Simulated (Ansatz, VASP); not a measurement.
Two plane-wave programs on NaBeF3

```
Na Be F
1.0
     2.91896    0.00000    0.00000
     0.00000    5.19285    0.00000
     0.00000    0.00000    9.75514
Na Be F
2 2 6
Direct
  0.00000 0.17301 0.90622
  0.00000 0.82699 0.40622
  0.50000 0.32301 0.21825
  0.50000 0.67699 0.71825
  0.00000 0.47483 0.25725
  0.00000 0.52517 0.75725
  0.50000 0.08025 0.30460
  0.50000 0.91975 0.80460
  0.50000 0.28818 0.06420
  0.50000 0.71182 0.56420
```

Change from the starting cell: the structure that the rattled cell fell into.

Alike in both runs: functional PBE; k mesh 6 × 4 × 2; occupations gaussian, width 0.1 eV; no spin polarisation.

Ansatz relaxed the structure, and its values are those at the end. VASP's run is a single point on that final structure, the one shown.

|  | VASP | Ansatz |
| --- | --- | --- |
| version | VASP 6.6.1 | Ansatz 0.2.0 |
| potentials or method | VASP PAW PBE potentials, release 64 (Na_pv, Be, F), cutoff 520 eV | scalar-relativistic, plane waves, PAW |
| valence electrons in the cell | 60 | 64 |

|  | VASP | Ansatz | Ansatz less VASP |
| --- | --- | --- | --- |
| gap on the k mesh at the Fermi level (eV) | 6.73 | 6.74 | +0.013 |
| least direct gap on the mesh (eV) | 6.73 | 6.74 | +0.013 |
| pressure (GPa) | 0.1 | 0.1 | +0.03 |
| rms of the force components (eV/Å) | 0.015 | 0.001 | -0.0137 |

VASP's potentials hold 60 valence electrons a cell and Ansatz's 64, so a difference there can come from the potentials and not from the codes.
